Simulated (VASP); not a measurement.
# SnSe2 (P-3m1) in VASP: notebook, part 2 of 2

VASP 6.6.1.

## Step 4: Single point, PBEsol

This run uses another cell than the first one, of 25.85 Å³/atom.

File INCAR:

```
ALGO = Normal
EDIFF = 1E-6
ENCUT = 500
GGA = PS
GGA_COMPAT = False
ISIF = 2
ISMEAR = 0
LASPH = True
LCHARG = False
LREAL = False
LWAVE = False
NBANDS = 20
NELM = 120
PREC = Accurate
SIGMA = 0.01
```

File KPOINTS:

```
k-points
0
Gamma
  8 8 4
```

File POSCAR:

```
SnSe2
1.0
    3.8189419507      0.0000000000      0.0000000000
   -1.9094709754      3.3073007449      0.0000000000
    0.0000000000      0.0000000000      6.1394653516
Sn Se
1 2
Direct
    0.0000000000      0.0000000000      0.0000000000
    0.3333333333      0.6666666667      0.2584674350
    0.6666666667      0.3333333333      0.7415325650
```

Potentials or basis: VASP PAW PBE potentials, release 64 (Sn_d, Se).

Run with:

```console
$ cat potpaw_PBE.64/Sn_d/POTCAR potpaw_PBE.64/Se/POTCAR > POTCAR
$ mpirun -np 1 vasp_std > vasp.out
```

OUTCAR:

```text
EDIFF = 1E-6
   ENCUT = 500
   GGA = PS
   ISIF = 2
   ISMEAR = 0
   LASPH = True
   LREAL = False
   NELM = 120
   PREC = Accurate

 ion  position               nearest neighbor table
   1  0.000  0.000  0.000-   2 2.72   3 2.72   3 2.72   2 2.72   3 2.72   2 2.72
   2  0.333  0.667  0.258-   1 2.72   1 2.72   1 2.72
   3  0.667  0.333  0.742-   1 2.72   1 2.72   1 2.72

  LATTYP: Found a hexagonal cell.
[... 746 lines left out ...]
------------------------ aborting loop because EDIFF is reached ----------------------------------------

  FORCE on cell =-STRESS in cart. coord.  units (eV):
  Direction    XX          YY          ZZ          XY          YZ          ZX
  --------------------------------------------------------------------------------------
  -------------------------------------------------------------------------------------
  Total        0.0451079      0.0451079      0.0497994     -0.0000000      0.0000000     -0.0000000
  in kB        0.9319991      0.9319991      1.0289346     -0.0000000      0.0000000     -0.0000000
  external PRESSURE =       0.9643109 kB  Pullay stress =       0.0000000 kB

 VOLUME and BASIS-vectors are now :
 -----------------------------------------------------------------------------
  energy-cutoff  :      500.00
  volume of cell :       77.54
      direct lattice vectors                 reciprocal lattice vectors
     3.818941951  0.000000000  0.000000000     0.261852632  0.151180687  0.000000000
    -1.909470975  3.307300745  0.000000000     0.000000000  0.302361375  0.000000000
     0.000000000  0.000000000  6.139465352     0.000000000  0.000000000  0.162880633

 POSITION                                       TOTAL-FORCE (eV/Angst)
 -----------------------------------------------------------------------------------
      0.00000      0.00000      0.00000        -0.000000      0.000000      0.000000
     -0.00000      2.20487      1.58685         0.000000     -0.000000      0.011519
      1.90947      1.10243      4.55261        -0.000000      0.000000     -0.011519
 -----------------------------------------------------------------------------------
    total drift:                               -0.000000      0.000000      0.000000

  FREE ENERGIE OF THE ION-ELECTRON SYSTEM (eV)
  ---------------------------------------------------
  free  energy   TOTEN  =       -12.9817937903 eV

  energy  without entropy=      -12.9817937903  energy(sigma->0) =      -12.98179379
```

Wall time 52 s (1 thread of Intel Xeon 8259CL, shared host); peak memory 0.21 GiB.

What came out:

```
Free energy            : -12.9818 eV
Pressure               : 0.1 GPa
Largest force          : 0.012 eV/Å
Band gap on the k mesh : 0.66 eV (least direct gap 0.96 eV)
```

Forces in eV/Å, atoms in the order of the input:
```
Sn   0.000  0.000  0.000
Se   0.000  0.000  0.012
Se   0.000  0.000 -0.012
```

Caveat: the PAW data sets were made with another functional, which shifts forces and pressure a little; spin-orbit coupling is left out, which moves the levels of the heavy elements; this functional lacks dispersion, which binds the layers, so the pressure and a relaxed spacing across them are unreliable. A k mesh can miss the band edges.

## Step 5: Single point, PBEsol (in-plane strain -0.005, then relaxed in part)

INCAR is that of step 4.

KPOINTS is that of step 4.

File POSCAR:

```
SnSe2
1.0
    3.7998472410      0.0000000000      0.0000000000
   -1.8999236205      3.2907642412      0.0000000000
    0.0000000000      0.0000000000      6.1898367456
Sn Se
1 2
Direct
    0.0000000000      0.0000000000      0.0000000000
    0.3333333333      0.6666666667      0.2572526556
    0.6666666667      0.3333333333      0.7427473444
```

Run with:

```console
$ cat potpaw_PBE.64/Sn_d/POTCAR potpaw_PBE.64/Se/POTCAR > POTCAR
$ mpirun -np 1 vasp_std > vasp.out
```

It took 58 s on 1 thread of Intel Xeon 8259CL, shared host; peak memory 0.21 GiB.

The run converged. Its results:

| Quantity | Value |
| --- | --- |
| Free energy | -12.9801 eV |
| Pressure | 0.5 GPa |
| Largest force | 0.020 eV/Å |
| Band gap on the k mesh | 0.63 eV (least direct gap 1.11 eV) |

Forces in eV/Å, atoms in the order of the input:
```
Sn   0.000  0.000  0.000
Se   0.000  0.000  0.020
Se   0.000  0.000 -0.020
```

Stress tensor (GPa, compression positive):
```
0.68 0.00 0.00
0.00 0.68 0.00
0.00 0.00 0.12
```

Levels at points of the mesh, in eV from the valence-band top:
```
           k point  band 10  band 11  band 12  band 13  band 14  band 15  band 16  band 17
(0.00, 0.00, 0.00)    -0.53    -0.28    -0.28    -0.16     0.95     3.04     4.64     4.64
(0.50, 0.00, 0.00)    -3.06    -2.48    -1.43    -0.26     1.14     3.62     5.15     5.19
(0.00, 0.00, 0.50)    -0.64    -0.64    -0.09    -0.09     2.52     2.93     4.36     4.36
(0.50, 0.00, 0.50)    -2.28    -2.07    -0.91    -0.71     0.63     3.96     4.58     5.64
```

Caveat: the cell differs from its parent crystal (in-plane strain -0.005, then relaxed in part); the PAW data sets were made with another functional, which shifts forces and pressure a little; spin-orbit coupling is left out, which moves the levels of the heavy elements; this functional lacks dispersion, which binds the layers, so the pressure and a relaxed spacing across them are unreliable. A k mesh can miss the band edges.

## Step 6: Single point, PBEsol (in-plane strain +0.005, then relaxed in part)

File INCAR:

```
SYSTEM = SnSe2
  ALGO = Normal
  EDIFF = 1E-6
  ENCUT = 500
  GGA = PS
  GGA_COMPAT = .False.
  ISIF = 2
  ISMEAR = 0
  LASPH = .True.
  LCHARG = .False.
  LREAL = .False.
  LWAVE = .False.
  NBANDS = 20
  NELM = 120
  PREC = Accurate
  SIGMA = 0.01
```

File KPOINTS:

```
k-points
0
Gamma
  8 8 4
  0 0 0
```

File POSCAR:

```
SnSe2
1.0
    3.8380366605      0.0000000000      0.0000000000
   -1.9190183302      3.3238372486      0.0000000000
    0.0000000000      0.0000000000      6.1175108702
Sn Se
1 2
Direct
    0.0000000000      0.0000000000      0.0000000000
    0.3333333333      0.6666666667      0.2583003468
    0.6666666667      0.3333333333      0.7416996532
```

Potentials or basis: VASP PAW PBE potentials, release 64 (Sn_d, Se).

Run with:

```console
$ cat potpaw_PBE.64/Sn_d/POTCAR potpaw_PBE.64/Se/POTCAR > POTCAR
$ mpirun -np 1 vasp_std > vasp.out
```

OUTCAR:

```text
SYSTEM = SnSe2
   EDIFF = 1E-6
   ENCUT = 500
   GGA = PS
   ISIF = 2
   ISMEAR = 0
   LASPH = .True.
   LREAL = .False.
   NELM = 120
   PREC = Accurate

 ion  position               nearest neighbor table
   1  0.000  0.000  0.000-   2 2.72   3 2.72   2 2.72   3 2.72   3 2.72   2 2.72
   2  0.333  0.667  0.258-   1 2.72   1 2.72   1 2.72
   3  0.667  0.333  0.742-   1 2.72   1 2.72   1 2.72

  LATTYP: Found a hexagonal cell.
[... 747 lines left out ...]

  FORCE on cell =-STRESS in cart. coord.  units (eV):
  Direction    XX          YY          ZZ          XY          YZ          ZX
  --------------------------------------------------------------------------------------
  -------------------------------------------------------------------------------------
  Total       -0.2390905     -0.2390905      0.0400065     -0.0000000      0.0000000      0.0000000
  in kB       -4.9085065     -4.9085065      0.8213295     -0.0000000      0.0000000      0.0000000
  external PRESSURE =      -2.9985612 kB  Pullay stress =       0.0000000 kB

 VOLUME and BASIS-vectors are now :
 -----------------------------------------------------------------------------
  energy-cutoff  :      500.00
  volume of cell :       78.04
      direct lattice vectors                 reciprocal lattice vectors
     3.838036660  0.000000000  0.000000000     0.260549882  0.150428545  0.000000000
    -1.919018330  3.323837249  0.000000000     0.000000000  0.300857089  0.000000000
     0.000000000  0.000000000  6.117510870     0.000000000  0.000000000  0.163465177

 POSITION                                       TOTAL-FORCE (eV/Angst)
 -----------------------------------------------------------------------------------
      0.00000      0.00000      0.00000         0.000000      0.000000      0.000000
     -0.00000      2.21589      1.58016        -0.000000      0.000000      0.017464
      1.91902      1.10795      4.53736         0.000000     -0.000000     -0.017464
 -----------------------------------------------------------------------------------
    total drift:                               -0.000000      0.000000      0.000000

  FREE ENERGIE OF THE ION-ELECTRON SYSTEM (eV)
  ---------------------------------------------------
  free  energy   TOTEN  =       -12.9806850554 eV

  energy  without entropy=      -12.9806850554  energy(sigma->0) =      -12.98068506
```

Wall time 51 s (1 thread of Intel Xeon 8259CL, shared host); peak memory 0.21 GiB.

What came out:

| Item | Value |
| --- | --- |
| Free energy | -12.9807 eV |
| Pressure | -0.3 GPa |
| Largest force | 0.017 eV/Å |
| Band gap on the k mesh | 0.62 eV (least direct gap 0.85 eV) |

Forces in eV/Å, atoms in the order of the input:
```
Sn   0.000  0.000  0.000
Se   0.000  0.000  0.017
Se   0.000  0.000 -0.017
```

Stress tensor (GPa, compression positive):
```
-0.49  0.00  0.00
 0.00 -0.49  0.00
 0.00  0.00  0.08
```

Caveat: the cell differs from its parent crystal (in-plane strain +0.005, then relaxed in part); the PAW data sets were made with another functional, which shifts forces and pressure a little; spin-orbit coupling is left out, which moves the levels of the heavy elements; this functional lacks dispersion, which binds the layers, so the pressure and a relaxed spacing across them are unreliable.

## Step 7: Overview

```csv
cell,gap on the mesh (eV),pressure (GPa),largest force (eV/Å)
"a = 3.781, b = 3.781, c = 6.176 Å, angles 90.0, 90.0, 120.0°, 3 atoms",0.60,1.1,0.04
"a = 3.800, b = 3.800, c = 6.158 Å, angles 90.0, 90.0, 120.0°, 3 atoms",0.65,0.6,0.02
"a = 3.819, b = 3.819, c = 6.139 Å, angles 90.0, 90.0, 120.0°, 3 atoms",0.66,0.1,0.01
"a = 3.800, b = 3.800, c = 6.190 Å, angles 90.0, 90.0, 120.0°, 3 atoms",0.63,0.5,0.02
"a = 3.838, b = 3.838, c = 6.118 Å, angles 90.0, 90.0, 120.0°, 3 atoms",0.62,-0.3,0.02
```

Alike in all rows: task single point; level PBEsol; potentials or basis VASP PAW PBE potentials, release 64 (Sn_d, Se); no spin polarisation; k mesh 8 × 8 × 4; cutoff (eV) 500; smearing gaussian 0.01 eV.

Caveats: the PAW data sets were made with another functional, which shifts forces and pressure a little; spin-orbit coupling is left out, which moves the levels of the heavy elements; this functional lacks dispersion, which binds the layers, so the pressure and a relaxed spacing across them are unreliable.

Absolute energies hang on the potentials; compare differences alone.
